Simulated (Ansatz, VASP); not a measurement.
**CdS: VASP beside Ansatz**

File INCAR:

```
  PREC = Accurate
  ENCUT = 520
  EDIFF = 1E-7
  ISMEAR = -1
  SIGMA = 0.03
  LREAL = F
  LASPH = T
  NELM = 60
  ALGO = Normal
  ISIF = 2
  LWAVE = F
  LCHARG = F
  GGA = PE
  NBANDS = 16
```

KPOINTS

```
Automatic mesh
0
Gamma
  9 9 9
```

File POSCAR:

```
CdS
1.0
    0.0000000000      2.9100000000      2.9100000000
    2.9100000000      0.0000000000      2.9100000000
    2.9100000000      2.9100000000      0.0000000000
Cd S
1 1
Direct
    0.0029761168      0.0029761168      0.0029761168
    0.7500000000      0.7500000000      0.7500000000
```

Input for Ansatz:

```yaml
crystal:
  lattice:
    - [0.0, 2.91, 2.91]
    - [2.91, 0.0, 2.91]
    - [2.91, 2.91, 0.0]
  atoms:
    - { symbol: Cd, position: [0.0029761168, 0.0029761168, 0.0029761168] }
    - { symbol: S, position: [0.75, 0.75, 0.75] }
kpoints:
  mp_grid: { grid: [9, 9, 9] }
scf:
  occupations: { method: fermi_dirac, width: 0.03 }
hamiltonian:
  xc: pbe
  pseudopotentials: { kind: all_electron, lapw: { basis_error: 0.0005 } }
output:
  forces: true
  stress: true
  eigenvalues: true
```

Alike in both runs: task single point; functional PBE; k mesh 9 × 9 × 9; occupations fermi-dirac, width 0.03 eV; no spin polarisation.

|  | VASP | Ansatz |
| --- | --- | --- |
| version | VASP 6.6.1 | Ansatz 0.2.0 |
| potentials or method | VASP PAW PBE potentials, release 64 (Cd, S), cutoff 520 eV | all-electron LAPW, scalar-relativistic |

VASP gave:

| Quantity | Value |
| --- | --- |
| gap on the k mesh at the Fermi level (eV) | 1.16 |
| pressure (GPa) | 3.7 |
| traceless stress, the component that is largest in VASP (GPa) | -0.40 |
| rms of the force components (eV/Å) | 0.087 |

What did Ansatz give for the same quantities?

gap on the k mesh at the Fermi level (eV): 1.15; pressure (GPa): 3.4; traceless stress, the component that is largest in VASP (GPa): -0.39; rms of the force components (eV/Å): 0.085.

Atom by atom the forces differ by 0.002 eV/Å (rms over components). Ansatz ran all-electron here, and VASP with PAW potentials.
